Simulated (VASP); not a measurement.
The system is Be2C.

```
CELL_PARAMETERS angstrom
0.00000 2.16049 2.16049
2.16049 0.00000 2.16049
2.16049 2.16049 0.00000
ATOMIC_POSITIONS crystal
Be 0.75000 0.75000 0.75000
Be 0.25000 0.25000 0.25000
C 0.00000 0.00000 0.00000
```

Base run:

| Quantity | Value |
| --- | --- |
| Program | VASP 6.6.1 |
| Functional | HSE06 |
| Potentials or basis | VASP PAW PBE potentials, release 64 (Be, C) |
| Cutoff | 520 eV |
| k mesh | 8 × 8 × 8 |
| Occupations | gaussian, width 0.01 eV |
| Spin | no spin polarisation |

Its results: band gap on the k mesh 1.90 eV (least direct gap 5.13 eV); pressure -1.9 GPa.

Q: The run is repeated on the same cell with these changes: functional from HSE06 to r2SCAN; cutoff from 520 eV to 660 eV. What comes out?

A: Band gap on the k mesh 1.53 eV (least direct gap 4.63 eV); pressure 0.8 GPa.

Caveats: the PAW data sets were made with another functional, which shifts forces and pressure a little.

A k mesh can miss the band edges.
